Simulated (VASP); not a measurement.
Runs of VASP 6.6.1 on GaN. The structure is that of space group P6_3mc (No. 186), or close to it. The cells are those of the table. 

| cell | gap on the mesh (eV) | pressure (GPa) | largest force (eV/Å) |
| --- | --- | --- | --- |
| a = 3.122, b = 3.195, c = 5.243 Å, angles 90.0, 90.0, 119.3°, 4 atoms | 1.80 | (d) | (b) |
| a = 3.267, b = 3.231, c = 5.243 Å, angles 90.0, 90.0, 120.4°, 4 atoms | 1.60 | -2.3 | 0.13 |
| a = 3.025, b = 3.171, c = 5.243 Å, angles 90.0, 90.0, 118.5°, 4 atoms | 1.82 | 13.0 | 0.79 |
| a = 3.315, b = 3.243, c = 5.243 Å, angles 90.0, 90.0, 120.7°, 4 atoms | (c) | -4.5 | (a) |

Alike in all rows: task single point; level PBE; potentials or basis VASP PAW PBE potentials, release 64 (Ga_d, N); no spin polarisation; k mesh 12 × 12 × 6; cutoff (eV) 520; smearing gaussian 0.05 eV.

Problem. Fill in the values left out.

Solution. (a) 0.23; (b) 0.33; (c) 1.49; (d) 5.8.

A k mesh can miss the band edges, and the runs leave out spin-orbit coupling on Ga.
